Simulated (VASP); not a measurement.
Ta4O: relaxation of cell and atoms with PBEsol

Ta4O:

```xyz
5
Lattice="3.2035 0.0000 0.0000 0.0000 3.2035 0.0000 0.0000 0.0000 7.3779" Properties=species:S:1:pos:R:3 pbc="T T T"
Ta    0.0000    0.0000    3.6890
Ta    1.6017    1.6017    5.7656
Ta    1.6017    1.6017    1.6123
Ta    0.0000    0.0000    0.0000
O     1.6017    1.6017    3.6890
```

```json
{
 "Program": "VASP 6.6.1",
 "Task": "relaxation of cell and atoms",
 "Functional": "PBEsol",
 "Potentials or basis": "VASP PAW PBE potentials, release 64 (Ta_pv, O)",
 "Cutoff": "600 eV",
 "k mesh": "12 × 12 × 6",
 "Occupations": "gaussian, width 0.1 eV",
 "Spin": "no spin polarisation",
 "Dipole correction": "no",
 "Further INCAR settings": "ALGO = Normal; EDIFF = 1e-06; IBRION = 2; EDIFFG = -0.005; NSW = 100; ISIF = 3"
}
```

```
Relaxed volume                        : 15.16 Å³/atom
Relaxed cell                          : a = 3.212 Å, b = 3.212 Å, c = 7.346 Å, α = 90.00°, β = 90.00°, γ = 90.00°
Space group after relaxing (to 0.1 Å) : P4/mmm (No. 123)
Energy gained by relaxing             : 0.6 meV/atom
Ionic steps                           : 7
Pressure after relaxing               : 0.0 GPa
Band gap on the k mesh                : zero (bands 25 and 26 overlap by 1.04 eV)
```

Step by step:
| step | energy change (eV) | largest force (eV/Å) | pressure (GPa) | volume (Å³) |
| --- | --- | --- | --- | --- |
| 1 | 0.0000 | 0.1824 | 0.19 | 75.71 |
| 2 | -0.0026 | 0.0189 | -0.40 | 75.91 |
| 3 | -0.0027 | 0.0084 | -0.49 | 75.94 |
| 4 | -0.0019 | 0.0320 | 1.00 | 75.50 |
| 5 | -0.0031 | 0.0163 | 0.04 | 75.78 |
| 6 | -0.0031 | 0.0051 | -0.02 | 75.81 |
| 7 | -0.0031 | 0.0007 | -0.01 | 75.81 |

Final structure:
```
Ta O
1.0
     3.21239    0.00000    0.00000
     0.00000    3.21239    0.00000
     0.00000    0.00000    7.34592
Ta O
4 1
Direct
  0.00000 0.00000 0.50000
  0.50000 0.50000 0.78297
  0.50000 0.50000 0.21703
  0.00000 0.00000 0.00000
  0.50000 0.50000 0.50000
```

Levels at points of the mesh, in eV from the Fermi level:
| k point | band 21 | band 22 | band 23 | band 24 | band 25 | band 26 | band 27 | band 28 | band 29 | band 30 |
| --- | --- | --- | --- | --- | --- | --- | --- | --- | --- | --- |
| (0.00, 0.00, 0.00) | -2.80 | -1.68 | -0.50 | -0.50 | -0.09 | 0.53 | 1.09 | 1.09 | 1.30 | 1.69 |
| (0.50, 0.00, 0.00) | -1.54 | -1.15 | -0.96 | -0.68 | 0.21 | 0.95 | 0.99 | 1.44 | 1.80 | 1.96 |
| (0.50, 0.50, 0.00) | -2.11 | -1.53 | -1.53 | -0.63 | -0.63 | 1.82 | 2.47 | 2.93 | 2.93 | 3.40 |
| (0.00, 0.00, 0.50) | -3.62 | -0.65 | -0.55 | -0.55 | 0.28 | 0.69 | 0.69 | 0.80 | 1.14 | 1.80 |
| (0.50, 0.00, 0.50) | -1.71 | -1.23 | -1.06 | -0.57 | -0.44 | 1.11 | 1.37 | 1.54 | 1.89 | 2.39 |
| (0.50, 0.50, 0.50) | -2.79 | -1.79 | -1.79 | 0.16 | 0.16 | 1.82 | 2.01 | 2.01 | 3.03 | 3.40 |

Wall time 18 min on 1 thread of Intel Xeon 8259CL, on a shared host, peak memory 0.4 GiB.

Caveat: the PAW data sets were made with another functional, which shifts forces and pressure a little; spin-orbit coupling is left out, which moves the levels of the heavy elements.
